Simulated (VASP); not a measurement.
Here is a VASP 6.6.1 calculation.

The input INCAR:

```
SYSTEM = Si
PREC = Accurate
ENCUT = 520
EDIFF = 1E-6
ISMEAR = 0
SIGMA = 0.025
LREAL = .FALSE.
LASPH = .TRUE.
NELM = 100
ALGO = Normal
ISIF = 2
LWAVE = .FALSE.
LCHARG = .FALSE.
GGA = PE
NBANDS = 8
```

KPOINTS

```
Automatic mesh
0
G
  14 14 14
  0 0 0
```

Contents of POSCAR:

```
Si
1.0
    2.5321121976      0.0000000000      0.0000000000
    0.0000000000      2.5321121976      0.0000000000
    0.0000000000      0.0000000000      2.5321121976
Si
1
Direct
    0.0000000000      0.0000000000      0.0000000000
```

Potentials or basis: VASP PAW PBE potentials, release 64 (Si).

Run with:

```sh
$ cat potpaw_PBE.64/Si/POTCAR > POTCAR
$ mpirun -np 1 vasp_std > vasp.out
```

(1) What does it give for the pressure?

(2) Predict the band gap on the k mesh.

Answers

(1) 0.0 GPa.

(2) zero (band 2 reaches 15.68 eV, above the bottom of band 3 at 5.37 eV).
